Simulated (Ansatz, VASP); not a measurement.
Cu in VASP and in Ansatz

```
CELL_PARAMETERS angstrom
-1.44279 1.44279 1.37608
1.44279 -1.44279 1.37608
1.44279 1.44279 -1.37608
ATOMIC_POSITIONS crystal
Cu 0.00000 0.00000 0.00000
```

Alike in both runs: task single point; functional PBEsol; k mesh 15 × 15 × 15; occupations fermi-dirac, width 0.3 eV; no spin polarisation.

|  | VASP | Ansatz |
| --- | --- | --- |
| version | VASP 6.6.1 | Ansatz 0.2.0 |
| potentials or method | VASP PAW PBE potentials, release 64 (Cu), cutoff 520 eV | plane waves, PAW |
| valence electrons in the cell | 11 | 19 |

Ansatz gave:

- pressure (GPa): -0.9
- traceless stress, the component that is largest in VASP (GPa): -0.08

Question: Which values does VASP return?

Answer: Pressure (GPa): -0.2; traceless stress, the component that is largest in VASP (GPa): -0.07.

VASP's potentials were made for PBE, not for PBEsol. The functional is the same, so the differences come from potentials, cutoffs and numerics. VASP's potentials hold 11 valence electrons a cell and Ansatz's 19, so a difference there can come from the potentials and not from the codes.
